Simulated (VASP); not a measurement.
Runs of VASP 6.6.1 on P. The structure is that of space group P2/m (No. 10), or close to it. The cells are those of the table. 

```tsv
cell	gap on the mesh (eV)	largest force (eV/Å)
a = 3.284, b = 35.163, c = 9.512 Å, angles 82.6, 90.0, 90.0°, 8 atoms	0.84	0.59
a = 3.284, b = 35.163, c = 10.008 Å, angles 83.0, 90.0, 90.0°, 8 atoms	(a)	0.84
a = 3.284, b = 35.163, c = 10.753 Å, angles 83.5, 90.0, 90.0°, 8 atoms	none	0.82
a = 3.284, b = 35.163, c = 9.760 Å, angles 82.8, 90.0, 90.0°, 8 atoms	0.44	0.83
a = 3.284, b = 35.163, c = 10.256 Å, angles 83.2, 90.0, 90.0°, 8 atoms	none	0.64
a = 3.284, b = 35.163, c = 11.250 Å, angles 83.8, 90.0, 90.0°, 8 atoms	none	0.95
```

Alike in all rows: task single point; level PBEsol; potentials or basis VASP PAW PBE potentials, release 64 (P); no spin polarisation; k mesh 8 × 1 × 3; cutoff (eV) 520; smearing gaussian 0.05 eV.

Task: Fill in the values left out.

Result: (a) 0.02.

Caveats: there is no dipole correction, which matters where the two faces differ; the PAW data sets were made with another functional, which shifts forces and pressure a little.

A k mesh can miss the band edges.

A gap of «none» marks levels without a gap at the run's occupations.
